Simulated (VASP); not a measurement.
## Ti4H: single point with PBEsol

System: Ti4H, a slab with vacuum.

```
Ti H
1.0
     2.86791    0.00000    0.00000
    -1.43396    2.48369    0.00000
     0.00000    0.00000   26.02492
Ti H
4 1
Direct
  0.66667 0.33333 0.32661
  0.33333 0.66667 0.41659
  0.00000 0.00000 0.50819
  0.66667 0.33333 0.59401
  0.33333 0.66667 0.63401
```

- Program: VASP 6.6.1
- Task: single point
- Functional: PBEsol
- Potentials or basis: VASP PAW PBE potentials, release 64 (Ti_sv, H)
- Cutoff: 520 eV
- k mesh: 12 × 12 × 1
- Occupations: gaussian, width 0.1 eV
- Spin: no spin polarisation

```json
{
  "Largest force": "0.499 eV/Å",
  "Band gap on the k mesh": "zero (an odd number of electrons rules out a gap without spin polarisation)"
}
```

Forces in eV/Å, atoms in the order of the input:
```
Ti   0.000  0.000  0.499
Ti   0.000  0.000 -0.491
Ti   0.000  0.000 -0.003
Ti   0.000  0.000 -0.011
H    0.000  0.000  0.007
```

Levels at points of the mesh, in eV from the Fermi level:
| k point | band 22 | band 23 | band 24 | band 25 | band 26 | band 27 |
| --- | --- | --- | --- | --- | --- | --- |
| (0.00, 0.00, 0.00) | -0.14 | 0.30 | 0.36 | 0.74 | 0.76 | 0.76 |
| (0.50, 0.00, 0.00) | -1.59 | -0.92 | -0.20 | 0.43 | 0.59 | 0.90 |

It took 5.2 min on 1 thread of AMD EPYC 9R45 (Zen 5), on a shared host, peak memory 0.32 GiB.

Caveat: the PAW data sets were made with another functional, which shifts forces and pressure a little.
